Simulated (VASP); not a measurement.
Here is a VASP 6.6.1 calculation.

File INCAR:

```
SYSTEM = I
  ALGO = Normal
  EDIFF = 1E-6
  ENCUT = 500
  GGA = PE
  GGA_COMPAT = .False.
  ISIF = 2
  ISMEAR = 0
  LASPH = .True.
  LCHARG = .True.
  LELF = .True.
  LREAL = .False.
  LVHAR = .True.
  LWAVE = .False.
  NBANDS = 14
  NELM = 120
  PREC = Accurate
  SIGMA = 0.05
```

KPOINTS

```
k-points
0
Gamma
  6 6 6
  0 0 0
```

Contents of POSCAR:

```
I
1.0
    0.0000000000      3.0982111527      3.0982111527
    3.0982111527      0.0000000000      3.0982111527
    3.0982111527      3.0982111527      0.0000000000
I
2
Direct
    1.0000000000      1.0000000000      1.0000000000
    0.2500000000      0.2500000000      0.2500000000
```

Potentials or basis: VASP PAW PBE potentials, release 64 (I).

Command:

```bash
$ cat potpaw_PBE.64/I/POTCAR > POTCAR
$ mpirun -np 1 vasp_std > vasp.out
```

Estimate the pressure.

39.9 GPa.

Estimate the band gap on the k mesh.

zero (bands 7 and 8 overlap by 4.32 eV).

Caveat: the cell stands under pressure; spin-orbit coupling is left out, which moves the levels of the heavy elements.
